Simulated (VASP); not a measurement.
**MnO (Manganosite): single point with PBE+U**

The system is MnO (Manganosite).

```xyz
4
Lattice="-2.1739 -2.1739 4.4152 -4.4152 -2.1739 2.1739 -2.1739 -4.4152 2.1739" Properties=species:S:1:pos:R:3 pbc="T T T"
Mn    0.0000    0.0000    0.0000
Mn   -4.3815   -4.3815    4.3815
O     2.2244    2.2244    2.2581
O    -2.1570   -2.1570    6.6396
```

This cell differs from its parent crystal: volume scaled by 0.960.

```yaml
Program: VASP 6.6.1
Task: single point
Functional: PBE
Potentials_or_basis: VASP PAW PBE potentials, release 64 (Mn_pv, O)
Cutoff: 520 eV
k_mesh: 8 × 8 × 8
Occupations: gaussian, width 0.05 eV
Spin: collinear spin, antiferromagnetic start
Starting_moments: "[4.66, -4.66, 0.0, 0.0] μB"
Hubbard_terms: Mn d U = 3.9 eV
Dipole_correction: no
Further_INCAR_settings: ALGO = Normal; EDIFF = 1e-06; NBANDS = 31
```

The pressure is 4.6 GPa and the band gap on the k mesh is 1.77 eV. The net moment is 0.00 μB per cell, the site moments are Mn +4.57, -4.57; O +0.00 μB and the valence electrons inside the program's atomic spheres are Mn 11.35; O 5.01.

Levels at points of the mesh, in eV from the valence-band top:
Spin up:
```
           k point  band 17  band 18  band 19  band 20  band 21  band 22
(0.00, 0.00, 0.00)    -1.64    -0.60    -0.60     1.77     4.72     4.76
(0.50, 0.00, 0.00)    -1.82    -0.54    -0.25     3.60     5.34     5.65
(0.50, 0.50, 0.00)    -1.99    -0.37    -0.27     3.84     5.52     5.63
(0.50, 0.50, 0.50)    -2.11     0.00     0.00     3.83     4.16     4.69
```
Spin down:
| k point | band 17 | band 18 | band 19 | band 20 | band 21 | band 22 |
| --- | --- | --- | --- | --- | --- | --- |
| (0.00, 0.00, 0.00) | -1.64 | -0.60 | -0.60 | 1.77 | 4.72 | 4.76 |
| (0.50, 0.00, 0.00) | -1.82 | -0.54 | -0.25 | 3.60 | 5.34 | 5.65 |
| (0.50, 0.50, 0.00) | -1.99 | -0.37 | -0.27 | 3.84 | 5.52 | 5.63 |
| (0.50, 0.50, 0.50) | -2.11 | 0.00 | 0.00 | 3.83 | 4.16 | 4.69 |

Eigenvalues of the final occupation matrices:
| site | spin | trace | eigenvalues |
| --- | --- | --- | --- |
| site 1 d | 1 | 4.76 | 0.94 0.94 0.94 0.98 0.98 |
| site 1 d | 2 | 0.22 | 0.02 0.02 0.02 0.08 0.08 |
| site 2 d | 1 | 0.22 | 0.02 0.02 0.02 0.08 0.08 |
| site 2 d | 2 | 4.76 | 0.94 0.94 0.94 0.98 0.98 |

Wall time 2.5 min on 1 thread of Intel(R) Xeon(R) 6975P-C (Granite Rapids) (shared host), peak memory 0.35 GiB.

 The state reached can hang on the start; a lower one may exist.
